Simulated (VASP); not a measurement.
# SnO (P2_1) in VASP: further runs

SnO is run at these levels: PBEsol; tasks: single point.

Everything below comes from runs of VASP 6.6.1. Logs are shortened: lines on timing, memory, paths and dates and some standing lists are left out, and cuts for length are marked.

## 1. The cell of the first run

The structure is monoclinic, space group P2_1 (No. 4). Conventional cell: a = 3.355 Å, b = 4.222 Å, c = 11.353 Å, α = 90.00°, β = 91.69°, γ = 90.00°. Within 2.8 Å of Sn (site symmetry 1) lie 3 O at 2.15 to 2.16 Å. Within 2.8 Å of Sn (site symmetry 1) lie 3 O at 2.15 to 2.16 Å. O (site symmetry 1) has 3 Sn at 2.15 to 2.16 Å within 2.8 Å. Within 2.8 Å of O (site symmetry 1) lie 3 Sn at 2.15 to 2.16 Å.

## 2. Single point, PBEsol (the part above a cut slid along it)

Contents of INCAR:

```
PREC = Accurate ; ENCUT = 520
EDIFF = 1E-7 ; ISMEAR = 0
SIGMA = 0.05 ; LREAL = False
LASPH = True ; NELM = 60
ALGO = Normal ; ISIF = 2
LWAVE = False ; LCHARG = True
GGA = PS ; LELF = True
LVHAR = True ; NBANDS = 50
```

Contents of KPOINTS:

```
regular mesh
0
Gamma
  6 8 3
```

Contents of POSCAR:

```
SnO
1.0
    0.0000000000      0.0000000000     -4.2219700000
   -3.3550050000      0.0000000000      0.0000000000
   -0.3355005000     11.3482080000      0.0000000000
Sn O
4 4
Direct
    0.4868560000     -0.0865954500      0.8659545000
    0.4868560000     -0.0365954500      0.3659545000
    0.9868560000      0.4865954500      0.1340455000
    0.9868560000      0.4365954500      0.6340455000
    0.2631430000     -0.0195625000      0.1956250000
    0.2631430000     -0.0695625000      0.6956250000
    0.7631430000      0.4195625000      0.8043750000
    0.7631430000      0.4695625000      0.3043750000
```

Potentials or basis: VASP PAW PBE potentials, release 64 (Sn_d, O).

The run is started by

```
cat potpaw_PBE.64/Sn_d/POTCAR potpaw_PBE.64/O/POTCAR > POTCAR
mpirun -np 1 vasp_std > vasp.out
```

OUTCAR:

```text
PREC = Accurate
   ENCUT = 520
   EDIFF = 1E-7
   ISMEAR = 0
   LREAL = False
   LASPH = True
   NELM = 60
   ISIF = 2
   GGA = PS

 ion  position               nearest neighbor table
   1  0.487  0.913  0.866-   6 2.15   7 2.16   7 2.16
   2  0.487  0.963  0.366-   5 2.15   8 2.16   8 2.16
   3  0.987  0.487  0.134-   8 2.15   5 2.16   5 2.16
   4  0.987  0.437  0.634-   7 2.15   6 2.16   6 2.16
   5  0.263  0.980  0.196-   2 2.15   3 2.16   3 2.16
   6  0.263  0.930  0.696-   1 2.15   4 2.16   4 2.16
   7  0.763  0.420  0.804-   4 2.15   1 2.16   1 2.16
   8  0.763  0.470  0.304-   3 2.15   2 2.16   2 2.16

  LATTYP: Found a simple monoclinic cell.
 ALAT       =     3.3550050000
 B/A-ratio  =     1.2584094510
 C/A-ratio  =     3.3839491494
 COS(beta)  =    -0.0295512715

  Lattice vectors:

 A1 = (  -3.3550050000,   0.0000000000,   0.0000000000)
 A2 = (   0.0000000000,   0.0000000000,  -4.2219700000)
 A3 = (   0.3355005000, -11.3482080000,   0.0000000000)

Analysis of symmetry for initial positions (statically):
=====================================================================
 Subroutine PRICEL returns:
 Original cell was already a primitive cell.

 Routine SETGRP: Setting up the symmetry group for a
 simple monoclinic supercell.

 Subroutine GETGRP returns: Found  2 space group operations
 (whereof  1 operations were pure point group operations)
 out of a pool of  4 trial point group operations.

The static configuration has the point symmetry C_1 .
 The point group associated with its full space group is C_2 .

Analysis of symmetry for dynamics (positions and initial velocities):
=====================================================================
 Subroutine PRICEL returns:
 Original cell was already a primitive cell.

 Routine SETGRP: Setting up the symmetry group for a
 simple monoclinic supercell.

 Subroutine GETGRP returns: Found  2 space group operations
 (whereof  1 operations were pure point group operations)
 out of a pool of  4 trial point group operations.

The dynamic configuration has the point symmetry C_1 .
[... 111 lines left out ...]
   NELM   =     60;   NELMIN=  2; NELMDL= -5     # of ELM steps
   EDIFF  = 0.1E-06   stopping-criterion for ELM
   LREAL  =      F    real-space projection
   EDIFFG = 0.1E-05   stopping-criterion for IOM
   NSW    =      0    number of steps for IOM
   IBRION =     -1    ionic relax: 0-MD 1-quasi-New 2-CG
   NFREE  =      0    steps in history (QN), initial steepest desc. (CG)
   ISIF   =      2    stress and relaxation
   ISYM   =      2    0-nonsym 1-usesym 2-fastsym
   POTIM  = 0.5000    time-step for ionic-motion
   TEBEG  =    0.0;   TEEND  =   0.0 temperature during run
   PSTRESS=    0.0 pullay stress
   NELECT =      80.0000    total number of electrons
   NUPDOWN=      -1.0000    fix difference up-down
   EMIN   =  10.00;   EMAX   =-10.00  energy-range for DOS
   EFERMI =   0.00;   METHOD = LEGACY
   ISMEAR =     0;   SIGMA  =   0.05  broadening in eV -4-tet -1-fermi 0-gaus
   EFERMI_NEDOS =   21; number of points for ismear=-14 and -15
   IALGO  =     38    algorithm
   IMIX   =      4    mixing-type and parameters
     AMIX     =   0.40;   BMIX     =  1.00
     AMIX_MAG =   1.60;   BMIX_MAG =  1.00
  volume/ion in A,a.u.               =      20.09       135.59
  Fermi-wavevector in a.u.,A,eV,Ry     =   1.297357  2.451650 22.900458  1.683136
  Thomas-Fermi vector in A             =   2.428755
   LORBIT       =      0    0 simple, 1 ext, 2 COOP (PROOUT), +10 PAW based schemes
   GGA     = PS    functional components
   LHFCALC =     F    Hartree Fock is set to
   AEXX    =    0.0000 exact exchange contribution
   IVDW    =     0    specifies the selected vdW correction
   LEPSILON=     F    determine dielectric tensor
   LRPA    =     F    only Hartree local field effects (RPA)
 non-spin polarized calculation
 Gauss-broadening in eV      SIGMA  =   0.05
  energy-cutoff  :      520.00
  volume of cell :      160.74
 maximum number of plane-waves:      4360
 NGX is ok and might be reduce to    32
   NGX = 15   NGY = 13   NGZ = 43

 number of electron      79.9999977 magnetization

 Free energy of the ion-electron system (eV)
  ---------------------------------------------------
  ext. energy  EPLUGINS =         0.00000000
  ---------------------------------------------------
  free energy    TOTEN  =       -47.59011049 eV

  energy without entropy =      -47.59011049  energy(sigma->0) =      -47.59011049

 E-fermi :   5.0113     XC(G=0):  -9.7635

 val. band max:        4.7122955639   @ k =   0.0000   0.0000   0.0000
 cond. band min:       6.0413776408   @ k =   0.0000   0.3750   0.0000
 fundamental gap:      1.3290820769
 Fermi energy:         5.0112580607

 k-point     1 :       0.0000    0.0000    0.0000
  band No.  band energies     occupation
      1     -16.4163      2.00000
      2     -16.4084      2.00000
      3     -16.0937      2.00000
      4     -16.0898      2.00000
      5     -16.0054      2.00000
      6     -15.9982      2.00000
[... 1261 lines left out ...]
     49      12.5421      0.00000
     50      12.5876      0.00000

 [... further k-points ...]

------------------------ aborting loop because EDIFF is reached ----------------------------------------

  FORCE on cell =-STRESS in cart. coord.  units (eV):
  Direction    XX          YY          ZZ          XY          YZ          ZX
  --------------------------------------------------------------------------------------
  -------------------------------------------------------------------------------------
  Total       -3.4991217     -2.5833885     -2.5297568      0.0084738      0.0000000      0.0000000
  in kB      -34.8765906    -25.7492570    -25.2146969      0.0844601      0.0000000      0.0000000
  external PRESSURE =     -28.6135149 kB  Pullay stress =       0.0000000 kB

 VOLUME and BASIS-vectors are now :
 -----------------------------------------------------------------------------
  energy-cutoff  :      520.00
  volume of cell :      160.74
      direct lattice vectors                 reciprocal lattice vectors
     0.000000000  0.000000000 -4.221970000     0.000000000  0.000000000 -0.236856254
    -3.355005000  0.000000000  0.000000000    -0.298062149 -0.008811964  0.000000000
    -0.335500500 11.348208000  0.000000000     0.000000000  0.088119640  0.000000000

 POSITION                                       TOTAL-FORCE (eV/Angst)
 -----------------------------------------------------------------------------------
     -3.35501      9.82703     -2.05549        -0.020793     -0.338510     -0.097726
     -3.35500      4.15293     -2.05549         0.003454     -0.333794     -0.100047
     -1.67750      1.52118     -4.16648         0.020793      0.338510     -0.097726
     -1.67750      7.19528     -4.16648        -0.003454      0.333794     -0.100047
     -3.35501      2.21999     -1.11098        -0.003729      0.110919      0.097206
     -3.35500      7.89410     -1.11098         0.010505      0.117395      0.100567
     -1.67750      9.12821     -3.22197         0.003729     -0.110919      0.097206
     -1.67750      3.45411     -3.22197        -0.010505     -0.117395      0.100567
 -----------------------------------------------------------------------------------
    total drift:                               -0.000059      0.000000      0.000692

  FREE ENERGIE OF THE ION-ELECTRON SYSTEM (eV)
  ---------------------------------------------------
  free  energy   TOTEN  =       -47.5901104855 eV

  energy  without entropy=      -47.5901104855  energy(sigma->0) =      -47.59011049
```

OSZICAR:

```text
N       E                     dE             d eps       ncg     rms          rms(c)
DAV:   1     0.104713499461E+04    0.10471E+04   -0.37988E+04  5682   0.236E+03
DAV:   2     0.161820826461E+03   -0.88531E+03   -0.84692E+03  5304   0.679E+02
DAV:   3    -0.367565786697E+02   -0.19858E+03   -0.18947E+03  6002   0.246E+02
DAV:   4    -0.539577639565E+02   -0.17201E+02   -0.16951E+02  6046   0.764E+01
DAV:   5    -0.546164057349E+02   -0.65864E+00   -0.65694E+00  6038   0.153E+01    0.155E+01
DAV:   6    -0.477073881533E+02    0.69090E+01   -0.29769E+01  8332   0.508E+01    0.702E+00
DAV:   7    -0.476867857400E+02    0.20602E-01   -0.44856E+00  5680   0.961E+00    0.389E+00
DAV:   8    -0.476301235211E+02    0.56662E-01   -0.10282E+00  7640   0.523E+00    0.133E+00
DAV:   9    -0.475875565168E+02    0.42567E-01   -0.15640E-01  7874   0.362E+00    0.346E-01
DAV:  10    -0.475920947738E+02   -0.45383E-02   -0.27025E-02  6976   0.137E+00    0.327E-01
DAV:  11    -0.475899884671E+02    0.21063E-02   -0.62351E-03  7300   0.692E-01    0.539E-02
DAV:  12    -0.475901535986E+02   -0.16513E-03   -0.20083E-03  6112   0.201E-01    0.662E-02
DAV:  13    -0.475901174085E+02    0.36190E-04   -0.13785E-04  7006   0.103E-01    0.318E-02
DAV:  14    -0.475901136421E+02    0.37664E-05   -0.15564E-05  6008   0.190E-02    0.176E-02
DAV:  15    -0.475901107119E+02    0.29302E-05   -0.38083E-06  6122   0.106E-02    0.489E-03
DAV:  16    -0.475901105579E+02    0.15398E-06   -0.57243E-07  5568   0.539E-03    0.295E-03
DAV:  17    -0.475901104855E+02    0.72416E-07   -0.16037E-07  3550   0.227E-03
   1 F= -.47590110E+02 E0= -.47590110E+02  d E =-.111911E-18
```

It took 15 min on 1 thread of Oxide Virtual Turin-like, shared host; peak memory 0.41 GiB.

What came out:

```
Free energy            : -47.5901 eV
Pressure               : -2.9 GPa
Largest force          : 0.353 eV/Å
Band gap on the k mesh : 1.33 eV (least direct gap 1.79 eV)
```

Forces in eV/Å, atoms in the order of the input:
```
Sn  -0.021 -0.339 -0.098
Sn   0.003 -0.334 -0.100
Sn   0.021  0.339 -0.098
Sn  -0.003  0.334 -0.100
O   -0.004  0.111  0.097
O    0.011  0.117  0.101
O    0.004 -0.111  0.097
O   -0.011 -0.117  0.101
```

Stress tensor (GPa, compression positive):
```
-3.49  0.01  0.00
 0.01 -2.57  0.00
 0.00  0.00 -2.52
```

Levels at points of the mesh, in eV from the valence-band top:
```tsv
k point	band 38	band 39	band 40	band 41	band 42	band 43
(0.00, 0.00, 0.00)	-1.60	-1.38	0.00	2.60	3.10	3.27
(0.50, 0.00, 0.00)	-1.67	-1.52	-1.52	1.86	1.86	2.61
(0.00, 0.50, 0.00)	-1.17	-1.02	-0.68	1.71	1.92	2.45
(0.50, 0.50, 0.00)	-1.08	-0.45	-0.45	2.06	2.06	2.41
```

Caveat: the cell differs from its parent crystal (the part above a cut slid along it); the PAW data sets were made with another functional, which shifts forces and pressure a little; spin-orbit coupling is left out, which moves the levels of the heavy elements. A k mesh can miss the band edges.

(Continued in part 2 of 2.)
